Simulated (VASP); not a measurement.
# Ir (Fm-3m) in VASP: settings compared

Aim: see how the results for Ir move with the level of theory and the settings. Levels: PBE, RPBE, PBEsol+D3(BJ). Tasks: single point, relaxation of cell and atoms.

Everything below comes from runs of VASP 6.6.1. Logs are shortened: lines on timing, memory, paths and dates and some standing lists are left out, and cuts for length are marked.

## 1. The cell of the first run

The structure is cubic, space group Fm-3m (No. 225). Conventional cell: a = 3.831 Å, b = 3.831 Å, c = 3.831 Å, α = 90.00°, β = 90.00°, γ = 90.00°. Ir (site symmetry m-3m) has 12 Ir at 2.71 Å within 3.6 Å.

## 2. Single point, PBE

The input, INCAR:

```
SYSTEM = Ir
PREC = Accurate ; ENCUT = 520
EDIFF = 1E-7 ; ISMEAR = 0
SIGMA = 0.02 ; LREAL = .False.
LASPH = .True. ; NELM = 60
ALGO = Normal ; ISIF = 2
LWAVE = .False. ; LCHARG = .False.
GGA = PE ; NBANDS = 10
```

The input, KPOINTS:

```
regular mesh
0
Gamma
  12 12 12
  0 0 0
```

The input, POSCAR:

```
Ir
1.0
    0.0000000000      1.9156000000      1.9156000000
    1.9156000000      0.0000000000      1.9156000000
    1.9156000000      1.9156000000      0.0000000000
Ir
1
Direct
    0.0000000000      0.0000000000      0.0000000000
```

Potentials or basis: VASP PAW PBE potentials, release 64 (Ir).

Started as:

```sh
$ cat potpaw_PBE.64/Ir/POTCAR > POTCAR
$ mpirun -np 1 vasp_std > vasp.out
```

OUTCAR:

```text
SYSTEM = Ir
   PREC = Accurate
   ENCUT = 520
   EDIFF = 1E-7
   ISMEAR = 0
   LREAL = .False.
   LASPH = .True.
   NELM = 60
   ISIF = 2
   GGA = PE

 ion  position               nearest neighbor table
   1  0.000  0.000  0.000-

  LATTYP: Found a face centered cubic cell.
 ALAT       =     3.8312000000

  Lattice vectors:

 A1 = (   0.0000000000,   1.9156000000,   1.9156000000)
 A2 = (   1.9156000000,   0.0000000000,   1.9156000000)
 A3 = (   1.9156000000,   1.9156000000,   0.0000000000)

Analysis of symmetry for initial positions (statically):
[... 5 lines left out ...]
 face centered cubic supercell.

 Subroutine GETGRP returns: Found 48 space group operations
 (whereof 48 operations were pure point group operations)
 out of a pool of 48 trial point group operations.

The static configuration has the point symmetry O_h .

Analysis of symmetry for dynamics (positions and initial velocities):
[... 5 lines left out ...]
 face centered cubic supercell.

 Subroutine GETGRP returns: Found 48 space group operations
 (whereof 48 operations were pure point group operations)
 out of a pool of 48 trial point group operations.

The dynamic configuration has the point symmetry O_h .

 Subroutine INISYM returns: Found 48 space group operations
 (whereof 48 operations are pure point group operations),
 and found     1 'primitive' translations

----------------------------------------------------------------------------------------

                                     Primitive cell

  volume of cell :      14.0587

  direct lattice vectors                    reciprocal lattice vectors
     0.000000000  1.915600000  1.915600000    -0.261014826  0.261014826  0.261014826
     1.915600000  0.000000000  1.915600000     0.261014826 -0.261014826  0.261014826
     1.915600000  1.915600000  0.000000000     0.261014826  0.261014826 -0.261014826

  length of vectors
     2.709067500  2.709067500  2.709067500     0.452090940  0.452090940  0.452090940

  position of ions in fractional coordinates (direct lattice)
     0.000000000  0.000000000  0.000000000

  ion indices of the primitive-cell ions
   primitive index   ion index
                 1           1

----------------------------------------------------------------------------------------

 KPOINTS: regular mesh

Automatic generation of k-mesh.
 Grid dimensions read from file:
 generate k-points for:   12   12   12

 Generating k-lattice:

  Cartesian coordinates                     Fractional coordinates (reciprocal lattice)
    -0.021751235  0.021751235  0.021751235     0.083333333  0.000000000  0.000000000
     0.021751235 -0.021751235  0.021751235     0.000000000  0.083333333  0.000000000
     0.021751235  0.021751235 -0.021751235     0.000000000  0.000000000  0.083333333

  Length of vectors
     0.037674245  0.037674245  0.037674245

  Shift w.r.t. Gamma in fractional coordinates (k-lattice)
     0.000000000  0.000000000  0.000000000

 Subroutine IBZKPT returns following result:
 ===========================================

 Found     72 irreducible k-points:

 Following reciprocal coordinates:
            Coordinates               Weight
  0.000000  0.000000  0.000000      1.000000
  0.083333  0.000000  0.000000      8.000000
  0.166667  0.000000  0.000000      8.000000
  0.250000  0.000000  0.000000      8.000000
  0.333333  0.000000  0.000000      8.000000
  0.416667  0.000000  0.000000      8.000000
[... 16 lines left out ...]
  0.500000  0.166667  0.000000     24.000000
 -0.416667  0.166667  0.000000     24.000000
 [... further k-points ...]
   k-points           NKPTS =     72   k-points in BZ     NKDIM =     72   number of bands    NBANDS=     10
   number of dos      NEDOS =    301   number of ions     NIONS =      1
   total plane-waves  NPLWV =   8000
   dimension x,y,z NGX =    20 NGY =   20 NGZ =   20
   dimension x,y,z NGXF=    40 NGYF=   40 NGZF=   40
   ions per type =               1
   NGX,Y,Z   is equivalent  to a cutoff of  12.27, 12.27, 12.27 a.u.
   NGXF,Y,Z  is equivalent  to a cutoff of  24.55, 24.55, 24.55 a.u.
 SYSTEM =  Ir
   PREC   = accura    normal or accurate (medium, high low for compatibility)
   ISTART =      0    job   : 0-new  1-cont  2-samecut
   ICHARG =      2    charge: 1-file 2-atom 10-const
   ISPIN  =      1    spin polarized calculation?
   LNONCOLLINEAR =      F non collinear calculations
   LSORBIT =      F    spin-orbit coupling
   LASPH  =      T    aspherical Exc in radial PAW
   ENCUT  =  520.0 eV  38.22 Ry    6.18 a.u.   5.04  5.04  5.04*2*pi/ulx,y,z
   NELM   =     60;   NELMIN=  2; NELMDL= -5     # of ELM steps
   EDIFF  = 0.1E-06   stopping-criterion for ELM
   LREAL  =      F    real-space projection
   EDIFFG = 0.1E-05   stopping-criterion for IOM
   NSW    =      0    number of steps for IOM
   IBRION =     -1    ionic relax: 0-MD 1-quasi-New 2-CG
   NFREE  =      0    steps in history (QN), initial steepest desc. (CG)
   ISIF   =      2    stress and relaxation
   ISYM   =      2    0-nonsym 1-usesym 2-fastsym
   POTIM  = 0.5000    time-step for ionic-motion
   TEBEG  =    0.0;   TEEND  =   0.0 temperature during run
   PSTRESS=    0.0 pullay stress
   NELECT =       9.0000    total number of electrons
   NUPDOWN=      -1.0000    fix difference up-down
   EMIN   =  10.00;   EMAX   =-10.00  energy-range for DOS
   EFERMI =   0.00;   METHOD = LEGACY
   ISMEAR =     0;   SIGMA  =   0.02  broadening in eV -4-tet -1-fermi 0-gaus
   EFERMI_NEDOS =   21; number of points for ismear=-14 and -15
   IALGO  =     38    algorithm
   IMIX   =      4    mixing-type and parameters
     AMIX     =   0.40;   BMIX     =  1.00
     AMIX_MAG =   1.60;   BMIX_MAG =  1.00
  volume/ion in A,a.u.               =      14.06        94.87
  Fermi-wavevector in a.u.,A,eV,Ry     =   1.410937  2.666284 27.085691  1.990742
  Thomas-Fermi vector in A             =   2.532839
   LORBIT       =      0    0 simple, 1 ext, 2 COOP (PROOUT), +10 PAW based schemes
   GGA     = PE    functional components
   LHFCALC =     F    Hartree Fock is set to
   AEXX    =    0.0000 exact exchange contribution
   IVDW    =     0    specifies the selected vdW correction
   LEPSILON=     F    determine dielectric tensor
   LRPA    =     F    only Hartree local field effects (RPA)
 non-spin polarized calculation
 Gauss-broadening in eV      SIGMA  =   0.02
  energy-cutoff  :      520.00
  volume of cell :       14.06
 maximum number of plane-waves:       388
   NGX =  9   NGY =  9   NGZ =  9

 number of electron       9.0000000 magnetization

 Free energy of the ion-electron system (eV)
  ---------------------------------------------------
  ext. energy  EPLUGINS =         0.00000000
  ---------------------------------------------------
  free energy    TOTEN  =        -8.85132437 eV

  energy without entropy =       -8.85108764  energy(sigma->0) =       -8.85120600

 E-fermi :  10.5440     XC(G=0): -14.0262

 val. band max:       10.5297786597   @ k =  -0.3333   0.3333   0.0000
 cond. band min:      10.5483749803   @ k =  -0.2500   0.0833   0.0000
 fundamental gap:      0.0185963206
 Fermi energy:        10.5439841064

 k-point     1 :       0.0000    0.0000    0.0000
  band No.  band energies     occupation
      1      -0.6718      2.00000
      2       6.5915      2.00000
      3       6.5915      2.00000
      4       6.5915      2.00000
      5       9.3047      2.00000
      6       9.3047      2.00000
      7      24.8319      0.00000
      8      30.4510      0.00000
      9      30.4510      0.00000
     10      30.4510      0.00000

 k-point     2 :       0.0833    0.0000    0.0000
  band No.  band energies     occupation
      1      -0.3634      2.00000
      2       6.4309      2.00000
      3       6.7226      2.00000
      4       6.7226      2.00000
      5       9.2229      2.00000
      6       9.2229      2.00000
      7      25.3603      0.00000
      8      29.0036      0.00000
      9      30.9605      0.00000
     10      30.9605      0.00000

 k-point     3 :       0.1667    0.0000    0.0000
  band No.  band energies     occupation
      1       0.4824      2.00000
      2       6.1082      2.00000
      3       6.9886      2.00000
      4       6.9886      2.00000
      5       9.1454      2.00000
      6       9.1454      2.00000
      7      26.4300      0.00000
      8      26.8828      0.00000
      9      32.3833      0.00000
     10      32.3833      0.00000

 k-point     4 :       0.2500    0.0000    0.0000
  band No.  band energies     occupation
      1       1.5471      2.00000
      2       6.0790      2.00000
      3       7.0370      2.00000
      4       7.0370      2.00000
      5       9.4879      2.00000
      6       9.4879      2.00000
      7      24.3295      0.00000
      8      27.3249      0.00000
      9      34.2946      0.00000
     10      34.2950      0.00000

 k-point     5 :       0.3333    0.0000    0.0000
  band No.  band energies     occupation
      1       2.2184      2.00000
      2       6.8102      2.00000
      3       6.8102      2.00000
      4       6.9834      2.00000
      5      10.2849      2.00000
      6      10.2849      2.00000
      7      21.8440      0.00000
      8      26.0434      0.00000
      9      33.1977      0.00000
     10      33.1977      0.00000

 k-point     6 :       0.4167    0.0000    0.0000
  band No.  band energies     occupation
      1       2.3557      2.00000
      2       6.5748      2.00000
      3       6.5748      2.00000
      4       8.6948      2.00000
      5      11.0834      0.00000
      6      11.0834      0.00000
      7      19.2123      0.00000
      8      24.7890      0.00000
      9      31.1393      0.00000
     10      31.1393      0.00000
[... 183 lines left out ...]
 k-point    21 :       0.3333    0.1667    0.0000
  band No.  band energies     occupation
      1       2.7111      2.00000
      2       5.0785      2.00000
      3       6.6531      2.00000
      4       7.9056      2.00000
      5       9.8629      2.00000
      6      10.6954      0.00000
      7      24.3121      0.00000
      8      28.0802      0.00000
      9      29.6139      0.00000
     10      31.4447      0.00000

 k-point    22 :       0.4167    0.1667    0.0000
  band No.  band energies     occupation
      1       3.1482      2.00000
      2       5.6600      2.00000
      3       6.3629      2.00000
      4       7.6719      2.00000
      5      11.3381      0.00000
      6      11.6839      0.00000
      7      21.0436      0.00000
      8      26.7715      0.00000
      9      28.9117      0.00000
     10      31.0540      0.00000

 k-point    23 :       0.5000    0.1667    0.0000
  band No.  band energies     occupation
      1       3.2274      2.00000
      2       5.6902      2.00000
      3       7.1599      2.00000
      4       7.4299      2.00000
      5      11.5019      0.00000
      6      13.7205      0.00000
      7      18.1371      0.00000
      8      26.0293      0.00000
      9      28.9174      0.00000
     10      29.4462      0.00000

 k-point    24 :      -0.4167    0.1667    0.0000
  band No.  band energies     occupation
      1       3.2987      2.00000
      2       5.7152      2.00000
      3       7.3161      2.00000
      4       7.5011      2.00000
      5      10.9714      0.00000
      6      14.3179      0.00000
      7      17.8203      0.00000
      8      25.8542      0.00000
      9      28.1356      0.00000
     10      30.1620      0.00000

 [... further k-points ...]
[... 5 lines left out ...]
  --------------------------------------------------------------------------------------
  -------------------------------------------------------------------------------------
  Total        1.0325019      1.0325019      1.0325019      0.0000000      0.0000000     -0.0000000
  in kB      117.6676231    117.6676231    117.6676231      0.0000000      0.0000000     -0.0000000
  external PRESSURE =     117.6676231 kB  Pullay stress =       0.0000000 kB

 VOLUME and BASIS-vectors are now :
 -----------------------------------------------------------------------------
  energy-cutoff  :      520.00
  volume of cell :       14.06
      direct lattice vectors                 reciprocal lattice vectors
     0.000000000  1.915600000  1.915600000    -0.261014826  0.261014826  0.261014826
     1.915600000  0.000000000  1.915600000     0.261014826 -0.261014826  0.261014826
     1.915600000  1.915600000  0.000000000     0.261014826  0.261014826 -0.261014826

 POSITION                                       TOTAL-FORCE (eV/Angst)
 -----------------------------------------------------------------------------------
      0.00000      0.00000      0.00000         0.000000      0.000000      0.000000
 -----------------------------------------------------------------------------------
    total drift:                               -0.000000     -0.000000     -0.000000

  FREE ENERGIE OF THE ION-ELECTRON SYSTEM (eV)
  ---------------------------------------------------
  free  energy   TOTEN  =        -8.8513243679 eV

  energy  without entropy=       -8.8510876396  energy(sigma->0) =       -8.85120600
```

It used 7.1 s of CPU time on 1 thread of AMD EPYC 9R45 (Zen 5), with other jobs on the host.

Results:

| Quantity | Value |
| --- | --- |
| Free energy | -8.8513 eV |
| Pressure | 11.8 GPa |

Caveat: spin-orbit coupling is left out, which moves the levels of the heavy elements.

[end of part 1 of 2]
